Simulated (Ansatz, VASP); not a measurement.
## V2O5: VASP beside Ansatz

```
V O
1.0
     3.54151    0.00000    0.00000
     0.00000   11.51682    0.00000
     0.00000    0.00000    4.37432
V O
4 10
Direct
  0.00000 0.85159 0.11289
  0.50000 0.64841 0.88711
  0.00000 0.14841 0.11289
  0.50000 0.35159 0.88711
  0.00000 0.00000 0.00512
  0.50000 0.50000 0.99488
  0.00000 0.85387 0.47243
  0.50000 0.64613 0.52757
  0.00000 0.14613 0.47243
  0.50000 0.35387 0.52757
  0.50000 0.81861 0.00556
  0.00000 0.68139 0.99444
  0.50000 0.18139 0.00556
  0.00000 0.31861 0.99444
```

Alike in both runs: functional r2SCAN; k mesh 8 × 4 × 6; occupations gaussian, width 0.02 eV; no spin polarisation.

Ansatz relaxed the structure, and its values are those at the end. VASP's run is a single point on that final structure, the one shown.

```csv
,VASP,Ansatz
version,VASP 6.6.1,Ansatz 0.2.0
potentials or method,"VASP PAW PBE potentials, release 64 (V_sv, O), cutoff 520 eV","scalar-relativistic, plane waves, PAW"
valence electrons in the cell,112,112
```

Ansatz gave:

```
gap on the k mesh at the Fermi level (eV) : 2.20
least direct gap on the mesh (eV)         : 2.46
pressure (GPa)                            : 0.0
rms of the force components (eV/Å)        : 0.002
```

**Question.** What did VASP give for the same quantities?

**Answer.** gap on the k mesh at the Fermi level (eV): 2.21; least direct gap on the mesh (eV): 2.47; pressure (GPa): 1.9; rms of the force components (eV/Å): 0.359.

VASP's potentials were made for PBE, not for r2SCAN.
